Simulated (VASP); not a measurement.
Runs of VASP 6.6.1 on Hf. The structure is that of space group P6_3/mmc (No. 194), or close to it. The cells are those of the table. 

| cell | k mesh | gap on the mesh (eV) | pressure (GPa) |
| --- | --- | --- | --- |
| a = 3.189, b = 3.189, c = 5.046 Å, angles 90.0, 90.0, 120.0°, 2 atoms | 18 × 18 × 10 | none | 4.5 |
| a = 3.357, b = 3.357, c = 5.312 Å, angles 90.0, 90.0, 120.0°, 2 atoms | 18 × 18 × 10 | none | -9.5 |
| a = 3.232, b = 3.232, c = 5.115 Å, angles 90.0, 90.0, 120.0°, 2 atoms | 11 × 11 × 6 | none | 0.0 |
| a = 3.232, b = 3.232, c = 5.115 Å, angles 90.0, 90.0, 120.0°, 2 atoms | 18 × 18 × 10 | none | 0.0 |
| a = 3.275, b = 3.275, c = 5.182 Å, angles 90.0, 90.0, 120.0°, 2 atoms | 18 × 18 × 10 | none | -3.8 |
| a = 3.097, b = 3.097, c = 4.902 Å, angles 90.0, 90.0, 120.0°, 2 atoms | 18 × 18 × 10 | none | (a) |
| a = 3.316, b = 3.316, c = 5.248 Å, angles 90.0, 90.0, 120.0°, 2 atoms | 18 × 18 × 10 | none | -6.9 |
| a = 3.144, b = 3.144, c = 4.975 Å, angles 90.0, 90.0, 120.0°, 2 atoms | 18 × 18 × 10 | none | (b) |

Alike in all rows: task single point; level BLYP; potentials or basis VASP PAW PBE potentials, release 64 (Hf_pv); no spin polarisation; cutoff (eV) 520; smearing fermi-dirac 0.1 eV.

Task: Estimate the missing entries.

Result: (a) 16.4; (b) 9.9.

Caveats: the PAW data sets were made with another functional, which shifts forces and pressure a little; spin-orbit coupling is left out, which moves the levels of the heavy elements.

A k mesh can miss the band edges, and the runs leave out spin-orbit coupling on Hf.

A gap of «none» marks levels without a gap at the run's occupations.
